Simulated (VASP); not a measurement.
Set up this calculation in VASP 6.6.1, as the native input.

| Item | Value |
| --- | --- |
| Task | single point |
| Functional | r2SCAN |
| Potentials or basis | VASP PAW PBE potentials, release 64 (Mn_pv) |
| Cutoff | 520 eV |
| k mesh | 11 × 11 × 11 |
| Occupations | fermi-dirac, width 0.05 eV |
| Spin | collinear spin, antiferromagnetic start |
| Starting moments | [3.833, -3.833] μB |
| Dipole correction | no |
| Further INCAR settings | ALGO = Normal; EDIFF = 1e-07; NBANDS = 24 |

The system is Mn.

```
CELL_PARAMETERS angstrom
3.22196 0.00000 0.00000
0.00000 3.22196 0.00000
0.00000 0.00000 3.22196
ATOMIC_POSITIONS crystal
Mn 0.00000 0.00000 0.00000
Mn 0.50000 0.50000 0.50000
```

This isn't the form of Mn at room conditions, which is a 58-atom cubic cell.

These files were run (other wordings do the same):

POSCAR

```
Mn
1.0
    3.2219597549      0.0000000000      0.0000000000
    0.0000000000      3.2219597549      0.0000000000
    0.0000000000      0.0000000000      3.2219597549
Mn
2
Direct
    0.0000000000      0.0000000000      0.0000000000
    0.5000000000      0.5000000000      0.5000000000
```

INCAR.step1

```
ALGO = Normal ; EDIFF = 1E-4
ENCUT = 520 ; GGA = PE
ISMEAR = -1 ; ISPIN = 2
LASPH = T ; LCHARG = F
LMAXMIX = 4 ; LREAL = F
LWAVE = T ; MAGMOM = 3.833 -3.833
NBANDS = 24 ; NELM = 150
PREC = Accurate ; SIGMA = 0.05
```

INCAR.step2

```
ALGO = Normal ; EDIFF = 1E-7
ENCUT = 520 ; ISIF = 2
ISMEAR = -1 ; ISPIN = 2
ISTART = 1 ; LASPH = T
LCHARG = F ; LMAXMIX = 4
LMIXTAU = T ; LORBIT = 11
LREAL = F ; LWAVE = F
MAGMOM = 3.833 -3.833 ; METAGGA = R2SCAN
NBANDS = 24 ; NELM = 150
PREC = Accurate ; SIGMA = 0.05
```

KPOINTS

```
k-points
0
Gamma
  11 11 11
```

Potentials or basis: VASP PAW PBE potentials, release 64 (Mn_pv).

Command:

```bash
$ cat potpaw_PBE.64/Mn_pv/POTCAR > POTCAR
$ cp INCAR.step1 INCAR
$ mpirun -np 1 vasp_std > vasp.out
$ cp INCAR.step2 INCAR
$ mpirun -np 1 vasp_std > vasp.out
```

It gave:

| Item | Value |
| --- | --- |
| Pressure | -7.2 GPa |
| Band gap on the k mesh | zero (filled and empty bands overlap) |
| Net moment | 0.00 μB per cell |
| Site moments | Mn +4.03, -4.03 μB |
| Valence electrons inside the program's atomic spheres | Mn 11.42 |

Caveat: the cell stands under tension; the PAW data sets were made with another functional, which shifts forces and pressure a little.

Wall time 2.4 min on 1 thread of AMD EPYC 9R45 96-Core Processor (Zen 5), on a shared host, peak memory 0.17 GiB.
